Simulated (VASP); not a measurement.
# AgSn2 (Fd-3m) in VASP: a series of runs

The runs below take AgSn2 through single point, with PBE.

All numbers are computed with VASP 6.6.1; they aren't measurements. Logs are shortened: lines on timing, memory, paths and dates and some standing lists are left out, and cuts for length are marked.

### Step 1. The cell of the first run

It takes space group Fd-3m (No. 227, cubic). The conventional cell has a = 8.305 Å, b = 8.305 Å, c = 8.305 Å, α = 90.00°, β = 90.00°, γ = 90.00°. Ag (site symmetry -43m) has 12 Sn at 3.44 Å and 4 Ag at 3.60 Å within 4.5 Å. Sn (site symmetry -3m) has 6 Sn at 2.94 Å and 6 Ag at 3.44 Å within 3.9 Å.

### Step 2. Single point, PBE

Contents of INCAR:

```
SYSTEM = AgSn2
PREC = Accurate
ENCUT = 520
EDIFF = 1E-7
ISMEAR = 0
SIGMA = 0.1
LREAL = .FALSE.
LASPH = .TRUE.
NELM = 100
ALGO = Fast
ISIF = 2
LWAVE = .FALSE.
LCHARG = .FALSE.
GGA = PE
NBANDS = 48
```

Contents of KPOINTS:

```
Automatic mesh
0
G
  4 4 4
  0 0 0
```

Contents of POSCAR:

```
AgSn2
1.0
    0.0000000000      4.1525974613      4.1525974613
    4.1525974613      0.0000000000      4.1525974613
    4.1525974613      4.1525974613      0.0000000000
Ag Sn
2 4
Direct
    0.0000000000      0.0000000000      0.0000000000
    0.2500000000      0.2500000000      0.2500000000
    0.6250000000      0.6250000000      0.6250000000
    0.1250000000      0.6250000000      0.6250000000
    0.6250000000      0.6250000000      0.1250000000
    0.6250000000      0.1250000000      0.6250000000
```

Potentials or basis: VASP PAW PBE potentials, release 64 (Ag, Sn_d).

Launch:

```sh
$ cat potpaw_PBE.64/Ag/POTCAR potpaw_PBE.64/Sn_d/POTCAR > POTCAR
$ mpirun -np 1 vasp_std > vasp.out
```

OUTCAR:

```text
SYSTEM = AgSn2
   PREC = Accurate
   ENCUT = 520
   EDIFF = 1E-7
   ISMEAR = 0
   LREAL = .FALSE.
   LASPH = .TRUE.
   NELM = 100
   ISIF = 2
   GGA = PE

 ion  position               nearest neighbor table
   1  0.000  0.000  0.000-   5 3.44   3 3.44   3 3.44   4 3.44   3 3.44   6 3.44   6 3.44   4 3.44
                             6 3.44   5 3.44   4 3.44   5 3.44   2 3.60   2 3.60   2 3.60   2 3.60
   2  0.250  0.250  0.250-   5 3.44   4 3.44   6 3.44   3 3.44   3 3.44   3 3.44   4 3.44   4 3.44
                             5 3.44   6 3.44   5 3.44   6 3.44   1 3.60   1 3.60   1 3.60   1 3.60
   3  0.625  0.625  0.625-   4 2.94   5 2.94   6 2.94   5 2.94   6 2.94   4 2.94   1 3.44   2 3.44
                             1 3.44   2 3.44   1 3.44   2 3.44
   4  0.125  0.625  0.625-   3 2.94   5 2.94   6 2.94   3 2.94   5 2.94   6 2.94   1 3.44   2 3.44
                             2 3.44   1 3.44   2 3.44   1 3.44
   5  0.625  0.625  0.125-   3 2.94   3 2.94   4 2.94   6 2.94   6 2.94   4 2.94   1 3.44   2 3.44
                             1 3.44   2 3.44   1 3.44   2 3.44
   6  0.625  0.125  0.625-   3 2.94   5 2.94   3 2.94   4 2.94   5 2.94   4 2.94   1 3.44   2 3.44
                             1 3.44   2 3.44   1 3.44   2 3.44

  LATTYP: Found a face centered cubic cell.
 ALAT       =     8.3051949226

  Lattice vectors:

 A1 = (   0.0000000000,   4.1525974613,   4.1525974613)
 A2 = (   4.1525974613,   0.0000000000,   4.1525974613)
 A3 = (   4.1525974613,   4.1525974613,   0.0000000000)

Analysis of symmetry for initial positions (statically):
=====================================================================
 Subroutine PRICEL returns:
 Original cell was already a primitive cell.

 Routine SETGRP: Setting up the symmetry group for a
 face centered cubic supercell.

 Subroutine GETGRP returns: Found 48 space group operations
 (whereof 24 operations were pure point group operations)
 out of a pool of 48 trial point group operations.

The static configuration has the point symmetry T_d .
 The point group associated with its full space group is O_h .

Analysis of symmetry for dynamics (positions and initial velocities):
=====================================================================
 Subroutine PRICEL returns:
 Original cell was already a primitive cell.

 Routine SETGRP: Setting up the symmetry group for a
 face centered cubic supercell.

 Subroutine GETGRP returns: Found 48 space group operations
 (whereof 24 operations were pure point group operations)
 out of a pool of 48 trial point group operations.

The dynamic configuration has the point symmetry T_d .
 The point group associated with its full space group is O_h .

 Subroutine INISYM returns: Found 48 space group operations
 (whereof 24 operations are pure point group operations),
 and found     1 'primitive' translations

----------------------------------------------------------------------------------------

                                     Primitive cell

  volume of cell :     143.2153

  direct lattice vectors                    reciprocal lattice vectors
     0.000000000  4.152597461  4.152597461    -0.120406566  0.120406566  0.120406566
     4.152597461  0.000000000  4.152597461     0.120406566 -0.120406566  0.120406566
     4.152597461  4.152597461  0.000000000     0.120406566  0.120406566 -0.120406566

  length of vectors
     5.872659649  5.872659649  5.872659649     0.208550290  0.208550290  0.208550290

  position of ions in fractional coordinates (direct lattice)
     0.000000000  0.000000000  0.000000000
     0.250000000  0.250000000  0.250000000
     0.625000000  0.625000000  0.625000000
     0.125000000  0.625000000  0.625000000
     0.625000000  0.625000000  0.125000000
     0.625000000  0.125000000  0.625000000

  ion indices of the primitive-cell ions
   primitive index   ion index
                 1           1
                 2           2
                 3           3
                 4           4
                 5           5
                 6           6

----------------------------------------------------------------------------------------

 KPOINTS: Automatic mesh

Automatic generation of k-mesh.
 Grid dimensions read from file:
 generate k-points for:    4    4    4

 Generating k-lattice:

  Cartesian coordinates                     Fractional coordinates (reciprocal lattice)
    -0.030101641  0.030101641  0.030101641     0.250000000  0.000000000  0.000000000
     0.030101641 -0.030101641  0.030101641     0.000000000  0.250000000  0.000000000
     0.030101641  0.030101641 -0.030101641     0.000000000  0.000000000  0.250000000

  Length of vectors
     0.052137572  0.052137572  0.052137572

  Shift w.r.t. Gamma in fractional coordinates (k-lattice)
     0.000000000  0.000000000  0.000000000

 Subroutine IBZKPT returns following result:
 ===========================================

 Found      8 irreducible k-points:

 Following reciprocal coordinates:
            Coordinates               Weight
  0.000000  0.000000  0.000000      1.000000
  0.250000  0.000000  0.000000      8.000000
  0.500000  0.000000  0.000000      4.000000
  0.250000  0.250000  0.000000      6.000000
  0.500000  0.250000  0.000000     24.000000
 -0.250000  0.250000  0.000000     12.000000
  0.500000  0.500000  0.000000      3.000000
 -0.250000  0.500000  0.250000      6.000000
   k-points           NKPTS =      8   k-points in BZ     NKDIM =      8   number of bands    NBANDS=     48
   number of dos      NEDOS =    301   number of ions     NIONS =      6
   total plane-waves  NPLWV = 110592
   dimension x,y,z NGX =    48 NGY =   48 NGZ =   48
   dimension x,y,z NGXF=    96 NGYF=   96 NGZF=   96
   ions per type =               2   4
   NGX,Y,Z   is equivalent  to a cutoff of  13.59, 13.59, 13.59 a.u.
   NGXF,Y,Z  is equivalent  to a cutoff of  27.18, 27.18, 27.18 a.u.
 SYSTEM =  AgSn2
   PREC   = accura    normal or accurate (medium, high low for compatibility)
   ISTART =      0    job   : 0-new  1-cont  2-samecut
   ICHARG =      2    charge: 1-file 2-atom 10-const
   ISPIN  =      1    spin polarized calculation?
   LNONCOLLINEAR =      F non collinear calculations
   LSORBIT =      F    spin-orbit coupling
   LASPH  =      T    aspherical Exc in radial PAW
   ENCUT  =  520.0 eV  38.22 Ry    6.18 a.u.  10.92 10.92 10.92*2*pi/ulx,y,z
   NELM   =    100;   NELMIN=  2; NELMDL= -5     # of ELM steps
   EDIFF  = 0.1E-06   stopping-criterion for ELM
   LREAL  =      F    real-space projection
   EDIFFG = 0.1E-05   stopping-criterion for IOM
   NSW    =      0    number of steps for IOM
   IBRION =     -1    ionic relax: 0-MD 1-quasi-New 2-CG
   NFREE  =      0    steps in history (QN), initial steepest desc. (CG)
   ISIF   =      2    stress and relaxation
   ISYM   =      2    0-nonsym 1-usesym 2-fastsym
   POTIM  = 0.5000    time-step for ionic-motion
   TEBEG  =    0.0;   TEEND  =   0.0 temperature during run
   PSTRESS=    0.0 pullay stress
   NELECT =      78.0000    total number of electrons
   NUPDOWN=      -1.0000    fix difference up-down
   EMIN   =  10.00;   EMAX   =-10.00  energy-range for DOS
   EFERMI =   0.00;   METHOD = LEGACY
   ISMEAR =     0;   SIGMA  =   0.10  broadening in eV -4-tet -1-fermi 0-gaus
   EFERMI_NEDOS =   21; number of points for ismear=-14 and -15
   IALGO  =     68    algorithm
   IMIX   =      4    mixing-type and parameters
     AMIX     =   0.40;   BMIX     =  1.00
     AMIX_MAG =   1.60;   BMIX_MAG =  1.00
  volume/ion in A,a.u.               =      23.87       161.08
  Fermi-wavevector in a.u.,A,eV,Ry     =   1.336934  2.526438 24.318940  1.787392
  Thomas-Fermi vector in A             =   2.465522
   LORBIT       =      0    0 simple, 1 ext, 2 COOP (PROOUT), +10 PAW based schemes
   GGA     = PE    functional components
   LHFCALC =     F    Hartree Fock is set to
   AEXX    =    0.0000 exact exchange contribution
   IVDW    =     0    specifies the selected vdW correction
   LEPSILON=     F    determine dielectric tensor
   LRPA    =     F    only Hartree local field effects (RPA)
 non-spin polarized calculation
 RMM-DIIS sequential band-by-band and
 Gauss-broadening in eV      SIGMA  =   0.10
  energy-cutoff  :      520.00
  volume of cell :      143.22
 maximum number of plane-waves:      3895
 NGX is ok and might be reduce to    48
   NGX = 21   NGY = 21   NGZ = 21

 number of electron      77.9999986 magnetization

 Free energy of the ion-electron system (eV)
  ---------------------------------------------------
  ext. energy  EPLUGINS =         0.00000000
  ---------------------------------------------------
  free energy    TOTEN  =       -18.15021296 eV

  energy without entropy =      -18.11620688  energy(sigma->0) =      -18.13320992

 E-fermi :   8.6581     XC(G=0): -10.7236

 val. band max:        8.4236962785   @ k =   0.2500   0.2500   0.0000
 cond. band min:       8.6694070722   @ k =  -0.2500   0.2500   0.0000
 fundamental gap:      0.2457107937
 Fermi energy:         8.6580762414

 k-point     1 :       0.0000    0.0000    0.0000
  band No.  band energies     occupation
      1     -13.9439      2.00000
      2     -13.7737      2.00000
      3     -13.7737      2.00000
      4     -13.7737      2.00000
      5     -13.7593      2.00000
      6     -13.7593      2.00000
[... 40 lines left out ...]
     47      14.7602      0.00000
     48      14.9083      0.00000

 k-point     2 :       0.2500    0.0000    0.0000
  band No.  band energies     occupation
      1     -13.8931      2.00000
      2     -13.7602      2.00000
      3     -13.7602      2.00000
      4     -13.7505      2.00000
      5     -13.6920      2.00000
      6     -13.6920      2.00000
[... 40 lines left out ...]
     47      12.3997      0.00000
     48      13.0097      0.00000

 k-point     3 :       0.5000    0.0000    0.0000
  band No.  band energies     occupation
      1     -13.8497      2.00000
      2     -13.7541      2.00000
      3     -13.7541      2.00000
      4     -13.6690      2.00000
      5     -13.5358      2.00000
      6     -13.5230      2.00000
[... 244 lines left out ...]
     47      13.6427      0.00000
     48      13.6457      0.00000

 k-point     8 :      -0.2500    0.5000    0.2500
  band No.  band energies     occupation
      1     -13.7164      2.00000
      2     -13.7164      2.00000
      3     -13.7129      2.00000
      4     -13.7129      2.00000
      5     -13.5628      2.00000
      6     -13.5628      2.00000
[... 40 lines left out ...]
     47      12.9745      0.00000
     48      12.9745      0.00000

------------------------ aborting loop because EDIFF is reached ----------------------------------------

  FORCE on cell =-STRESS in cart. coord.  units (eV):
  Direction    XX          YY          ZZ          XY          YZ          ZX
  --------------------------------------------------------------------------------------
  -------------------------------------------------------------------------------------
  Total        7.3230759      7.3230759      7.3230759      0.0000000      0.0000000      0.0000000
  in kB       81.9246550     81.9246550     81.9246550      0.0000000      0.0000000      0.0000000
  external PRESSURE =      81.9246550 kB  Pullay stress =       0.0000000 kB

 VOLUME and BASIS-vectors are now :
 -----------------------------------------------------------------------------
  energy-cutoff  :      520.00
  volume of cell :      143.22
      direct lattice vectors                 reciprocal lattice vectors
     0.000000000  4.152597461  4.152597461    -0.120406566  0.120406566  0.120406566
     4.152597461  0.000000000  4.152597461     0.120406566 -0.120406566  0.120406566
     4.152597461  4.152597461  0.000000000     0.120406566  0.120406566 -0.120406566

 POSITION                                       TOTAL-FORCE (eV/Angst)
 -----------------------------------------------------------------------------------
      0.00000      0.00000      0.00000         0.000000      0.000000      0.000000
      2.07630      2.07630      2.07630        -0.000000     -0.000000      0.000000
      5.19075      5.19075      5.19075        -0.000000     -0.000000     -0.000000
      5.19075      3.11445      3.11445        -0.000000     -0.000000     -0.000000
      3.11445      3.11445      5.19075        -0.000000     -0.000000     -0.000000
      3.11445      5.19075      3.11445        -0.000000     -0.000000     -0.000000
 -----------------------------------------------------------------------------------
    total drift:                                0.000000      0.000000      0.000000

  FREE ENERGIE OF THE ION-ELECTRON SYSTEM (eV)
  ---------------------------------------------------
  free  energy   TOTEN  =       -18.1502129630 eV

  energy  without entropy=      -18.1162068816  energy(sigma->0) =      -18.13320992
```

Run time: 92 s. Hardware: 1 thread of Intel Xeon Platinum 8259CL at 2.50GHz (Skylake/Cascade Lake), shared host; peak memory 0.33 GiB.

What came out:

* Free energy: -18.1502 eV
* Pressure: 8.2 GPa
* Band gap on the k mesh: zero (band 39 reaches 9.25 eV, above the bottom of band 40 at 7.61 eV)

Caveat: spin-orbit coupling is left out, which moves the levels of the heavy elements.

[end of part 1 of 2]
